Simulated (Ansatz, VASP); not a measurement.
# Two plane-wave programs on CdI2

```
Cd I
1.0
     4.29985    0.00000    0.00000
    -2.14992    3.72378    0.00000
     0.00000    0.00000    6.94926
Cd I
1 2
Direct
  0.00000 0.00000 0.00000
  0.33333 0.66667 0.24920
  0.66667 0.33333 0.75080
```

Change from the starting cell: volume scaled by 1.04, PAW files.

Alike in both runs: task electric field gradients; functional PBEsol; k mesh 8 × 8 × 5; occupations fermi-dirac, width 0.03 eV; no spin polarisation.

|  | VASP | Ansatz |
| --- | --- | --- |
| version | VASP 6.6.1 | Ansatz 0.2.0 |
| potentials or method | VASP PAW PBE potentials, release 64 (Cd, I) | PAW with Ansatz's default frozen-core files, scalar-relativistic |
| plane-wave cutoff (eV) | 400 | 420 |
| valence electrons in the cell | 26 | 54 |

Ansatz gave:

| Quantity | Value |
| --- | --- |
| gap on the k mesh at the Fermi level (eV) | 2.24 |
| pressure (GPa) | -1.6 |
| traceless stress, the component that is largest in VASP (GPa) | 0.15 |
| rms of the force components (eV/Å) | 0.138 |
| size of Vzz on the site where it differs most (V/Å²) | 56.6 |

Problem. What did VASP give for the same quantities?

Solution. gap on the k mesh at the Fermi level (eV): 2.23; pressure (GPa): -1.6; traceless stress, the component that is largest in VASP (GPa): 0.14; rms of the force components (eV/Å): 0.128; size of Vzz on the site where it differs most (V/Å²): 55.4.

VASP's potentials were made for PBE, not for PBEsol. Atom by atom the forces differ by 0.010 eV/Å (rms over components). The functional is the same, so the differences come from potentials, cutoffs and numerics. VASP's potentials hold 26 valence electrons a cell and Ansatz's 54, so a difference there can come from the potentials and not from the codes.

Spin-orbit coupling is off throughout.
